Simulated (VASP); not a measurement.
# FePt (P4/mmm) in VASP: a series of runs, part 2 of 2

VASP 6.6.1.

## 3. Single point, r2SCAN, collinear spin, ferromagnetic start

This run uses another cell than the first one, of 14.35 Å³/atom.

POSCAR

```
FePt
1.0
    2.7593396363      0.0000000000      0.0000000000
    0.0000000000      2.7593396363      0.0000000000
    0.0000000000      0.0000000000      3.7689529822
Pt Fe
1 1
Direct
    0.5000000000      0.5000000000      0.5000000000
    0.0000000000      0.0000000000      0.0000000000
```

INCAR.step1

```
PREC     = Accurate       # precision mode
ENCUT    = 520            # plane-wave cutoff, eV
ISMEAR   = -1             # smearing method
SIGMA    = 0.05           # smearing width, eV
LREAL    = F              # projectors in reciprocal space
LASPH    = T              # aspherical terms in the spheres
NELM     = 150            # most SCF steps
ISPIN    = 2              # spin polarisation
MAGMOM   = 0 3            # initial moments
LMAXMIX  = 4              # l up to which the mixer works
NBANDS   = 20             # bands
GGA      = PE             # functional
ALGO     = Normal         # electronic algorithm
EDIFF    = 1E-4           # SCF threshold, eV
LWAVE    = T              # write WAVECAR
LCHARG   = F              # write CHGCAR
```

INCAR.step2

```
PREC     = Accurate       # precision mode
ENCUT    = 520            # plane-wave cutoff, eV
EDIFF    = 1E-7           # SCF threshold, eV
ISMEAR   = -1             # smearing method
SIGMA    = 0.05           # smearing width, eV
LREAL    = F              # projectors in reciprocal space
LASPH    = T              # aspherical terms in the spheres
NELM     = 150            # most SCF steps
ALGO     = Normal         # electronic algorithm
ISIF     = 2              # what is computed and relaxed
LWAVE    = F              # write WAVECAR
LCHARG   = T              # write CHGCAR
ISPIN    = 2              # spin polarisation
MAGMOM   = 0 3            # initial moments
LORBIT   = 11             # projections on sites
LMAXMIX  = 4              # l up to which the mixer works
METAGGA  = R2SCAN         # meta-GGA
LMIXTAU  = T            
LELF     = T              # ELF
LVHAR    = T            
NBANDS   = 20             # bands
ISTART   = 1
```

KPOINTS

```
Automatic mesh
0
Gamma
  10 10 7
```

Potentials or basis: VASP PAW PBE potentials, release 64 (Pt, Fe).

Run with:

```
> cat potpaw_PBE.64/Pt/POTCAR potpaw_PBE.64/Fe/POTCAR > POTCAR
> cp INCAR.step1 INCAR
> mpirun -np 1 vasp_std > vasp.out
> cp INCAR.step2 INCAR
> mpirun -np 1 vasp_std > vasp.out
```

OUTCAR:

```text
PREC = Accurate
   ENCUT = 520
   EDIFF = 1E-7
   ISMEAR = -1
   LREAL = F
   LASPH = T
   NELM = 150
   ISIF = 2
   ISPIN = 2
   LORBIT = 11
   METAGGA = R2SCAN
   ISTART = 1

 ion  position               nearest neighbor table
   1  0.500  0.500  0.500-   2 2.71   2 2.71   2 2.71   2 2.71   2 2.71   2 2.71   2 2.71   2 2.71

   2  0.000  0.000  0.000-   1 2.71   1 2.71   1 2.71   1 2.71   1 2.71   1 2.71   1 2.71   1 2.71

  LATTYP: Found a simple tetragonal cell.
 ALAT       =     2.7593396363
 C/A-ratio  =     1.3658894804

  Lattice vectors:

 A1 = (   2.7593396363,   0.0000000000,   0.0000000000)
 A2 = (   0.0000000000,   2.7593396363,   0.0000000000)
 A3 = (   0.0000000000,   0.0000000000,   3.7689529822)

Analysis of symmetry for initial positions (statically):
=====================================================================
 Subroutine PRICEL returns:
 Original cell was already a primitive cell.

 Routine SETGRP: Setting up the symmetry group for a
 simple tetragonal supercell.

 Subroutine GETGRP returns: Found 16 space group operations
 (whereof 16 operations were pure point group operations)
 out of a pool of 16 trial point group operations.

The static configuration has the point symmetry D_4h.

Analysis of symmetry for dynamics (positions and initial velocities):
=====================================================================
 Subroutine PRICEL returns:
 Original cell was already a primitive cell.

 Routine SETGRP: Setting up the symmetry group for a
 simple tetragonal supercell.

 Subroutine GETGRP returns: Found 16 space group operations
 (whereof 16 operations were pure point group operations)
 out of a pool of 16 trial point group operations.

The dynamic configuration has the point symmetry D_4h.

Analysis of structural, dynamic, and magnetic symmetry:
[... 149 lines left out ...]
 number of electron      17.9999998 magnetization       3.6160301

 Free energy of the ion-electron system (eV)
  ---------------------------------------------------
  ext. energy  EPLUGINS =         0.00000000
  ---------------------------------------------------
  free energy    TOTEN  =       -66.53375754 eV

  energy without entropy =      -66.52389788  energy(sigma->0) =      -66.52882771

 E-fermi :   8.1597     XC(G=0): -13.9157

 val. band max:        8.1408930097   @ k =   0.2000   0.0000   0.0000
 cond. band min:       8.1603074813   @ k =   0.5000   0.4000   0.1429
 fundamental gap:      0.0194144716
 Fermi energy:         8.1597228858

 spin component 1

 k-point     1 :       0.0000    0.0000    0.0000
  band No.  band energies     occupation
      1      -1.5374      1.00000
      2       1.5108      1.00000
      3       1.8403      1.00000
      4       4.0232      1.00000
      5       4.0232      1.00000
      6       4.4308      1.00000
[... 541 lines left out ...]
     19      31.5722      0.00000
     20      31.6572      0.00000

 [... further k-points ...]

 spin component 2

 k-point     1 :       0.0000    0.0000    0.0000
  band No.  band energies     occupation
      1      -1.6913      1.00000
      2       2.4048      1.00000
      3       2.4919      1.00000
      4       5.8405      1.00000
      5       5.8405      1.00000
      6       7.3786      1.00000
[... 541 lines left out ...]
     19      32.0392      0.00000
     20      32.2337      0.00000

 [... further k-points ...]

------------------------ aborting loop because EDIFF is reached ----------------------------------------

  FORCE on cell =-STRESS in cart. coord.  units (eV):
  Direction    XX          YY          ZZ          XY          YZ          ZX
  --------------------------------------------------------------------------------------
  -------------------------------------------------------------------------------------
  Total       -1.0169210     -1.0169210     -1.2353694      0.0000000      0.0000000      0.0000000
  in kB      -56.7762580    -56.7762580    -68.9725680      0.0000000      0.0000000      0.0000000
  external PRESSURE =     -60.8416947 kB  Pullay stress =       0.0000000 kB

 VOLUME and BASIS-vectors are now :
 -----------------------------------------------------------------------------
  energy-cutoff  :      520.00
  volume of cell :       28.70
      direct lattice vectors                 reciprocal lattice vectors
     2.759339636  0.000000000  0.000000000     0.362405551  0.000000000  0.000000000
     0.000000000  2.759339636  0.000000000     0.000000000  0.362405551  0.000000000
     0.000000000  0.000000000  3.768952982     0.000000000  0.000000000  0.265325677

 POSITION                                       TOTAL-FORCE (eV/Angst)
 -----------------------------------------------------------------------------------
      1.37967      1.37967      1.88448         0.000000      0.000000      0.000000
      0.00000      0.00000      0.00000         0.000000      0.000000      0.000000
 -----------------------------------------------------------------------------------
    total drift:                                0.000000      0.000000     -0.000000

  FREE ENERGIE OF THE ION-ELECTRON SYSTEM (eV)
  ---------------------------------------------------
  free  energy   TOTEN  =       -66.5337575355 eV

  energy  without entropy=      -66.5238978848  energy(sigma->0) =      -66.52882771

 total charge

# of ion       s       p       d       tot
------------------------------------------
    1        0.703   0.630   8.051   9.384
    2        0.405   0.446   6.016   6.867
--------------------------------------------------
tot          1.108   1.076  14.067  16.251

 magnetization (x)

# of ion       s       p       d       tot
------------------------------------------
    1       -0.023  -0.086   0.462   0.353
    2        0.019  -0.014   3.292   3.297
--------------------------------------------------
tot         -0.004  -0.100   3.754   3.650
```

It took 1.9 min on 1 thread of Intel Xeon 6975P-C (Granite Rapids), shared host; peak memory 0.22 GiB.

Results:

```
Free energy                                           : -66.5338 eV
Pressure                                              : -6.1 GPa
Net moment                                            : 3.62 μB per cell
Site moments                                          : Pt +0.35; Fe +3.30 μB
Valence electrons inside the program's atomic spheres : Pt 9.38; Fe 6.87
```

Stress tensor (GPa, compression positive):
```
-5.68  0.00  0.00
 0.00 -5.68  0.00
 0.00  0.00 -6.90
```

Caveat: the cell stands under tension; the PAW data sets were made with another functional, which shifts forces and pressure a little; spin-orbit coupling is left out, which moves the levels of the heavy elements.

## 4. Single point, r2SCAN, collinear spin, ferromagnetic start

This run uses another cell than the first one, of 14.62 Å³/atom.

POSCAR

```
FePt
1.0
    2.7769155219      0.0000000000      0.0000000000
    0.0000000000      2.7769155219      0.0000000000
    0.0000000000      0.0000000000      3.7929596994
Pt Fe
1 1
Direct
    0.5000000000      0.5000000000      0.5000000000
    0.0000000000      0.0000000000      0.0000000000
```

INCAR.step1

```
SYSTEM = FePt
PREC = Accurate ; ENCUT = 520
ISMEAR = -1 ; SIGMA = 0.05
LREAL = .FALSE. ; LASPH = .TRUE.
NELM = 150 ; ISPIN = 2
MAGMOM = 0 3 ; LMAXMIX = 4
NBANDS = 20 ; GGA = PE
ALGO = Normal ; EDIFF = 1E-4
LWAVE = .TRUE. ; LCHARG = .FALSE.
```

INCAR.step2

```
SYSTEM = FePt
PREC = Accurate ; ENCUT = 520
EDIFF = 1E-7 ; ISMEAR = -1
SIGMA = 0.05 ; LREAL = .FALSE.
LASPH = .TRUE. ; NELM = 150
ALGO = Normal ; ISIF = 2
LWAVE = .FALSE. ; LCHARG = .FALSE.
ISPIN = 2 ; MAGMOM = 0 3
LORBIT = 11 ; LMAXMIX = 4
METAGGA = R2SCAN ; LMIXTAU = .TRUE.
NBANDS = 20 ; ISTART = 1
```

KPOINTS

```
regular mesh
0
G
  10 10 7
  0 0 0
```

Run with:

```
> cat potpaw_PBE.64/Pt/POTCAR potpaw_PBE.64/Fe/POTCAR > POTCAR
> cp INCAR.step1 INCAR
> mpirun -np 1 vasp_std > vasp.out
> cp INCAR.step2 INCAR
> mpirun -np 1 vasp_std > vasp.out
```

Wall time 2 min (1 thread of Intel Xeon 6975P-C (Granite Rapids), shared host); peak memory 0.22 GiB.

The run converged. Its results:

- Free energy: -66.5068 eV
- Pressure: -9.6 GPa
- Net moment: 3.62 μB per cell
- Site moments: Pt +0.35; Fe +3.31 μB
- Valence electrons inside the program's atomic spheres: Pt 9.34; Fe 6.83

Stress tensor (GPa, compression positive):
```
 -9.28   0.00   0.00
  0.00  -9.28   0.00
  0.00   0.00 -10.27
```

Levels at points of the mesh, in eV from the Fermi level:
Spin up:
```
           k point  band 7  band 8  band 9  band 10  band 11  band 12  band 13  band 14  band 15  band 16
(0.00, 0.00, 0.00)   -3.25   -2.83   -1.05    -1.05    -0.84     2.24     9.21    11.67    11.67    17.77
(0.50, 0.00, 0.00)   -3.68   -3.33   -2.72    -1.76    -0.73     1.76    10.14    10.29    12.24    12.95
(0.50, 0.50, 0.00)   -1.36   -1.36   -1.24     0.31     1.56     1.56     7.05     9.50    10.98    12.45
```
Spin down:
```csv
k point,band 5,band 6,band 7,band 8,band 9,band 10
"(0.00, 0.00, 0.00)",-2.28,-0.80,-0.70,0.98,1.87,1.87
"(0.50, 0.00, 0.00)",-2.46,-1.40,-0.96,-0.51,1.02,1.14
"(0.50, 0.50, 0.00)",1.01,1.42,1.42,1.53,1.77,1.92
```

Caveat: the cell stands under tension; the PAW data sets were made with another functional, which shifts forces and pressure a little; spin-orbit coupling is left out, which moves the levels of the heavy elements.

## 5. Single point, PBE, collinear spin, ferromagnetic start

This run uses another cell than the first one, of 13.80 Å³/atom.

INCAR

```
  ALGO = Normal
  EDIFF = 1E-6
  ENCUT = 520
  GGA = PE
  ISIF = 2
  ISMEAR = 0
  ISPIN = 2
  LASPH = True
  LCHARG = False
  LMAXMIX = 4
  LORBIT = 11
  LREAL = False
  LWAVE = False
  MAGMOM = 0 3
  NBANDS = 20
  NELM = 150
  PREC = Accurate
  SIGMA = 0.022
```

KPOINTS

```
k-points
0
Gamma
  10 10 7
```

POSCAR

```
FePt
1.0
    2.7235000000      0.0000000000      0.0000000000
    0.0000000000      2.7235000000      0.0000000000
    0.0000000000      0.0000000000      3.7200000000
Pt Fe
1 1
Direct
    0.5000000000      0.5000000000      0.5000000000
    0.0000000000      0.0000000000      0.0000000000
```

Run with:

```
> cat potpaw_PBE.64/Pt/POTCAR potpaw_PBE.64/Fe/POTCAR > POTCAR
> mpirun -np 1 vasp_std > vasp.out
```

Wall time 60 s (1 thread of Oxide Virtual Turin-like, shared host); peak memory 0.16 GiB.

The run converged. Its results:

* Free energy: -14.8006 eV
* Pressure: 2.8 GPa
* Net moment: 3.26 μB per cell
* Site moments: Pt +0.33; Fe +2.91 μB
* Valence electrons inside the program's atomic spheres: Pt 9.44; Fe 6.99

Stress tensor (GPa, compression positive):
```
2.67 0.00 0.00
0.00 2.67 0.00
0.00 0.00 3.21
```

Levels at points of the mesh, in eV from the Fermi level:
Spin up:
```csv
k point,band 7,band 8,band 9,band 10,band 11,band 12,band 13,band 14,band 15,band 16
"(0.00, 0.00, 0.00)",-2.17,-1.98,-0.57,-0.43,-0.43,2.25,9.72,11.63,11.63,17.17
"(0.50, 0.00, 0.00)",-2.73,-2.57,-2.18,-1.67,0.09,1.98,10.42,10.52,12.50,13.24
"(0.50, 0.50, 0.00)",-0.58,-0.51,-0.51,0.50,1.58,1.58,7.55,9.99,10.85,12.32
```
Spin down:
```
           k point  band 6  band 7  band 8  band 9  band 10  band 11
(0.00, 0.00, 0.00)   -0.83   -0.81    0.56    1.62     1.62     1.65
(0.50, 0.00, 0.00)   -1.42   -1.23   -0.92    0.49     0.64     2.32
(0.50, 0.50, 0.00)    1.20    1.62    1.68    1.69     1.69     1.70
```

Caveat: spin-orbit coupling is left out, which moves the levels of the heavy elements.

## 6. The runs side by side

```csv
level,cell,smearing,gap on the mesh (eV),pressure (GPa),moment (μB)
r2SCAN,"a = 2.742, b = 2.742, c = 3.745 Å, 2 atoms",fermi-dirac 0.05 eV,none,-2.2,3.61
r2SCAN,"a = 2.759, b = 2.759, c = 3.769 Å, 2 atoms",fermi-dirac 0.05 eV,none,-6.1,3.62
r2SCAN,"a = 2.777, b = 2.777, c = 3.793 Å, 2 atoms",fermi-dirac 0.05 eV,none,-9.6,3.62
PBE,"a = 2.724, b = 2.724, c = 3.720 Å, 2 atoms",gaussian 0.022 eV,none,2.8,3.26
```

Alike in all rows: task single point; potentials or basis VASP PAW PBE potentials, release 64 (Pt, Fe); spin collinear, ferromagnetic start; k mesh 10 × 10 × 7; cutoff (eV) 520.

Caveats: spin-orbit coupling is left out, which moves the levels of the heavy elements; the PAW data sets were made with another functional, which shifts forces and pressure a little (at least some runs); the cell stands under tension (at least some runs).

Total energies depend on the potentials used, so only differences within one code and one set of settings carry meaning.

The gap in the log of VASP goes by the Fermi energy; the results here count the filled bands.